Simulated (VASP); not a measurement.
# TePb (Fm-3m) in VASP: further runs, part 3 of 3

VASP 6.6.1. The steps go on from the part before.

## Step 6: Vibrations by perturbation theory, PBEsol (volume scaled by 1.030)

INCAR reads:

```
SYSTEM = TePb
PREC     = Accurate       ! precision mode
ENCUT    = 520            ! plane-wave cutoff, eV
EDIFF    = 1E-8           ! SCF threshold, eV
ISMEAR   = 0              ! smearing method
SIGMA    = 0.01           ! smearing width, eV
LREAL    = .False.        ! projectors in reciprocal space
LASPH    = .True.         ! aspherical terms in the spheres
NELM     = 100            ! most SCF steps
ALGO     = Normal         ! electronic algorithm
ISIF     = 2              ! what is computed and relaxed
LWAVE    = .False.        ! write WAVECAR
LCHARG   = .False.        ! write CHGCAR
GGA      = PS             ! functional
NBANDS   = 17             ! bands
IBRION   = 8              ! ionic algorithm
NSW      = 1              ! ionic steps
```

KPOINTS reads:

```
Automatic mesh
0
Gamma
  6 6 6
  0 0 0
```

POSCAR reads:

```
TePb
1.0
    0.0000000000      3.2532302634      3.2532302634
    3.2532302634      0.0000000000      3.2532302634
    3.2532302634      3.2532302634      0.0000000000
Te Pb
1 1
Direct
    0.5000000000      0.5000000000      0.5000000000
    0.0000000000      0.0000000000      0.0000000000
```

Potentials or basis: VASP PAW PBE potentials, release 64 (Te, Pb_d).

Started as:

```console
> cat potpaw_PBE.64/Te/POTCAR potpaw_PBE.64/Pb_d/POTCAR > POTCAR
> mpirun -np 1 vasp_std > vasp.out
```

OUTCAR:

```text
SYSTEM = TePb
   PREC = Accurate
   ENCUT = 520
   EDIFF = 1E-8
   ISMEAR = 0
   LREAL = .False.
   LASPH = .True.
   NELM = 100
   ISIF = 2
   GGA = PS
   IBRION = 8
   NSW = 1

 ion  position               nearest neighbor table
   1  0.500  0.500  0.500-   2 3.25   2 3.25   2 3.25   2 3.25   2 3.25   2 3.25
   2  0.000  0.000  0.000-   1 3.25   1 3.25   1 3.25   1 3.25   1 3.25   1 3.25

  LATTYP: Found a face centered cubic cell.
 ALAT       =     6.5064605268

  Lattice vectors:

 A1 = (   0.0000000000,   3.2532302634,   3.2532302634)
 A2 = (   3.2532302634,   0.0000000000,   3.2532302634)
 A3 = (   3.2532302634,   3.2532302634,   0.0000000000)

Analysis of symmetry for initial positions (statically):
=====================================================================
 Subroutine PRICEL returns:
 Original cell was already a primitive cell.

[... 538 lines left out ...]

------------------------ aborting loop because EDIFF is reached ----------------------------------------

 INTERNAL STRAIN TENSOR  FOR ION    2  DIRECTION 1   (eV/Angst):
 -----------------------------------------------------------------------------
     0.01067 -0.00000  0.00000
     0.00000 -0.00214  0.00000
    -0.00000  0.00000 -0.00214

 INTERNAL STRAIN TENSOR FOR ION    2 for displacements in x,y,z  (eV/Angst):
          X           Y           Z          XY          YZ          ZX
  --------------------------------------------------------------------------------
  x     0.00000     0.00000     0.00000     0.00000     0.00000     0.00000
  y     0.00000     0.00000     0.00000     0.00000     0.00000     0.00000
  z     0.00000     0.00000     0.00000     0.00000     0.00000     0.00000

 SECOND DERIVATIVES (NOT SYMMETRIZED)
 ------------------------------------
               1X          1Y          1Z          2X          2Y          2Z
  1X    -0.068951    0.000000    0.000000    0.068951    0.000000    0.000000
  1Y     0.000000   -0.068951    0.000000    0.000000    0.068951    0.000000
  1Z     0.000000    0.000000   -0.068951    0.000000    0.000000    0.068951
  2X     0.078904    0.000000    0.000000   -0.078904    0.000000    0.000000
  2Y     0.000000    0.078904    0.000000    0.000000   -0.078904    0.000000
  2Z     0.000000    0.000000    0.078904    0.000000    0.000000   -0.078904

 Eigenvectors and eigenvalues of the dynamical matrix
 ----------------------------------------------------

   1 f  =    0.474748 THz     2.982929 2PiTHz   15.835883 cm-1     1.963398 meV
             X         Y         Z           dx          dy          dz
      3.253230  3.253230  3.253230     0.000000    0.765777    0.000000
      0.000000  0.000000  0.000000     0.000000   -0.643106    0.000000
[... 21 lines left out ...]
   6 f/i=    0.015756 THz     0.098995 2PiTHz    0.525550 cm-1     0.065160 meV
             X         Y         Z           dx          dy          dz
      3.253230  3.253230  3.253230     0.000000    0.000000   -0.643106
      0.000000  0.000000  0.000000     0.000000    0.000000   -0.765777

--------------------------------------------------------------------------------------------------------

 ELASTIC MODULI CONTR FROM IONIC RELAXATION (kBar)
 Direction    XX          YY          ZZ          XY          YZ          ZX
 --------------------------------------------------------------------------------
 XX           0.0000      0.0000      0.0000      0.0000      0.0000      0.0000
 YY           0.0000      0.0000      0.0000      0.0000      0.0000      0.0000
 ZZ           0.0000      0.0000      0.0000      0.0000      0.0000      0.0000
 XY           0.0000      0.0000      0.0000      0.0000      0.0000      0.0000
 YZ           0.0000      0.0000      0.0000      0.0000      0.0000      0.0000
 ZX           0.0000      0.0000      0.0000      0.0000      0.0000      0.0000
 --------------------------------------------------------------------------------
```

OSZICAR:

```text
N       E                     dE             d eps       ncg     rms          rms(c)
DAV:   1     0.149351950122E+03    0.14935E+03   -0.91908E+03   544   0.113E+03
DAV:   2     0.202189197678E+01   -0.14733E+03   -0.14298E+03   594   0.290E+02
[... 38 lines left out ...]
RMM:   3    -0.336120373147E+00    0.18846E-03   -0.70401E-04  1780   0.203E-01    0.328E-02
RMM:   4    -0.335794886613E+00    0.32549E-03   -0.69429E-05  1749   0.727E-02    0.326E-03
RMM:   5    -0.335789987292E+00    0.48993E-05   -0.11338E-05  1830   0.230E-02    0.165E-03
RMM:   6    -0.335797573495E+00   -0.75862E-05   -0.12134E-06  1818   0.782E-03    0.701E-04
RMM:   7    -0.335801430069E+00   -0.38566E-05   -0.21331E-07  1856   0.306E-03    0.115E-04
RMM:   8    -0.335801439856E+00   -0.97870E-08   -0.76110E-08  1843   0.129E-03    0.342E-05
 Linear response finished
```

stdout:

```text
POSCAR found type information on POSCAR TePb
 POSCAR found :  2 types and       2 ions
 scaLAPACK will be used
 -----------------------------------------------------------------------------
|                                                                             |
|                                                                             |
|     You enforced a specific xc type in the INCAR file but a different       |
|     I HOPE YOU KNOW WHAT YOU ARE DOING!                                     |
|                                                                             |
 -----------------------------------------------------------------------------

 LDA part: xc-table for (Slater+PW92), standard interpolation
 POSCAR, INCAR and KPOINTS ok, starting setup
 FFT: planning ... GRIDC
 FFT: planning ... GRID_SOFT
 FFT: planning ... GRID
 WAVECAR not read
 entering main loop
 Linear response reoptimize wavefunctions to high precision
 Linear response DOF=           2
 Linear response progress:
 first order change of Fermi-energy  -0.27442E+00
 force on displaced ion       1 direction 1 :  -0.069   0.000   0.000
 Linear response progress:
 first order change of Fermi-energy   0.26902E+00
 force on displaced ion       2 direction 1 :  -0.079   0.000   0.000
 Linear response finished
```

Wall time 59 s (1 thread of Intel Xeon 6975P-C (Granite Rapids), shared host); peak memory 0.29 GiB.

Results:

```
Highest phonon frequency at Γ, LO-TO splitting left out : 16 cm⁻¹
```

Phonon frequencies in cm⁻¹ (negative: imaginary):
```csv
q point,frequencies
"(0.000, 0.000, 0.000)",-1 -1 -1 16 16 16
```

Caveat: the cell wasn't relaxed at this level first, which shifts response properties; spin-orbit coupling is left out, which moves the levels of the heavy elements.
